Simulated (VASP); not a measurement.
Set up this calculation in VASP 6.6.1, as the native input.

```yaml
Task: single point
Functional: PBE
Potentials_or_basis: VASP PAW PBE potentials, release 64 (Al, B, As)
Cutoff: 520 eV
k_mesh: 4 × 4 × 1
Occupations: gaussian, width 0.1 eV
Spin: no spin polarisation
Dipole_correction: no
Further_INCAR_settings: ALGO = Normal; EDIFF = 1e-06; NBANDS = 36
```

The structure of Al5BAs6 lies in POSCAR:

```
Al5BAs6
1.0
    3.7794038500      0.0000000000      0.0000000000
    0.0000000000      3.7794038500      0.0000000000
    0.0000000000      0.0000000000     16.0346525600
Al B As
5 1 6
Direct
    0.0000000000      0.0000000000      0.8333333300
    0.0000000000      0.0000000000      0.1666666700
    0.5000000000      0.5000000000      0.3333333300
    0.0000000000      0.0000000000      0.5000000000
    0.5000000000      0.5000000000      0.6666666700
    0.5000000000      0.5000000000      0.0000000000
    0.5000000000      0.0000000000      0.9166666700
    0.0000000000      0.5000000000      0.0833333300
    0.5000000000      0.0000000000      0.2500000000
    0.0000000000      0.5000000000      0.4166666700
    0.5000000000      0.0000000000      0.5833333300
    0.0000000000      0.5000000000      0.7500000000
```

The input as run:

INCAR

```
SYSTEM = Al5BAs6
PREC = Accurate
ENCUT = 520
EDIFF = 1E-6
ISMEAR = 0
SIGMA = 0.1
LREAL = .FALSE.
LASPH = .TRUE.
NELM = 60
ALGO = Normal
ISIF = 2
LWAVE = .FALSE.
LCHARG = .FALSE.
GGA = PE
NBANDS = 36
```

KPOINTS

```
regular mesh
0
G
  4 4 1
  0 0 0
```

Potentials or basis: VASP PAW PBE potentials, release 64 (Al, B, As).

Run with:

```console
$ cat potpaw_PBE.64/Al/POTCAR potpaw_PBE.64/B/POTCAR potpaw_PBE.64/As/POTCAR > POTCAR
$ mpirun -np 1 vasp_std > vasp.out
```

It gave:

```json
{
 "Pressure": "15.3 GPa",
 "Largest force": "3.266 eV/Å",
 "Band gap on the k mesh": "1.05 eV, indirect (least direct gap 1.06 eV)"
}
```

Caveat: forces of over 1 eV/Å act on the atoms, so gaps and moduli don't describe the material at rest.

Run time: 100 s on 1 thread of Intel Xeon 8259CL, with other jobs on the host, peak memory 0.3 GiB.
